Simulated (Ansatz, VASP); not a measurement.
**Two plane-wave programs on Si**

```xyz
2
Lattice="3.1515 0.0000 0.0000 -1.5757 2.7293 0.0000 0.0000 0.0000 5.1150" Properties=species:S:1:pos:R:3 pbc="T T T"
Si    0.0000    1.8195    1.2788
Si    1.5757    0.9098    3.8363
```

Alike in both runs: task single point; functional r2SCAN; k mesh 6 × 6 × 4; occupations gaussian, width 0.1 eV; no spin polarisation.

|  | VASP | Ansatz |
| --- | --- | --- |
| version | VASP 6.6.1 | Ansatz 0.2.0 |
| potentials or method | VASP PAW PBE potentials, release 64 (Si), cutoff 520 eV | scalar-relativistic, plane waves, PAW |
| valence electrons in the cell | 8 | 8 |

```csv
,VASP,Ansatz,Ansatz less VASP
gap on the k mesh at the Fermi level (eV),none,none,-
pressure (GPa),-16.2,-16.2,0.00
"traceless stress, the component that is largest in VASP (GPa)",0.13,0.12,-0.005
```

VASP's potentials were made for PBE, not for r2SCAN. A gap of «none» marks a metal or a gap that the smearing closes.

The k mesh is coarse, so the values compare programs but aren't converged.
